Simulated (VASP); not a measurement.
Here is a VASP 6.6.1 calculation.

INCAR

```
SYSTEM = Cs
PREC = Accurate
ENCUT = 520
EDIFF = 1E-6
ISMEAR = 0
SIGMA = 0.1
LREAL = .FALSE.
LASPH = .TRUE.
NELM = 100
ALGO = Normal
ISIF = 2
LWAVE = .FALSE.
LCHARG = .FALSE.
GGA = PE
NBANDS = 16
```

The input KPOINTS:

```
Automatic mesh
0
G
  8 8 6
  0 0 0
```

Contents of POSCAR:

```
Cs
1.0
    5.3028107096      0.0000000000      0.0000000000
    0.0000000000      5.4380864930      0.0000000000
    0.0000000000      0.0000000000      8.0193991112
Cs
2
Direct
    0.0000000000      0.0000000000      0.0000000000
    0.5000000000      0.5000000000      0.5000000000
```

Potentials or basis: VASP PAW PBE potentials, release 64 (Cs_sv).

Command:

```bash
$ cat potpaw_PBE.64/Cs_sv/POTCAR > POTCAR
$ mpirun -np 1 vasp_std > vasp.out
```

(1) What does it give for the band gap on the k mesh?

(2) What does it give for the pressure?

Answers

(1) zero (band 9 reaches 1.17 eV, above the bottom of band 10 at -0.48 eV).

(2) 0.0 GPa.

Caveat: the cell differs from its parent crystal (uniaxial strain along a: -2.0 %); spin-orbit coupling is left out, which moves the levels of the heavy elements.
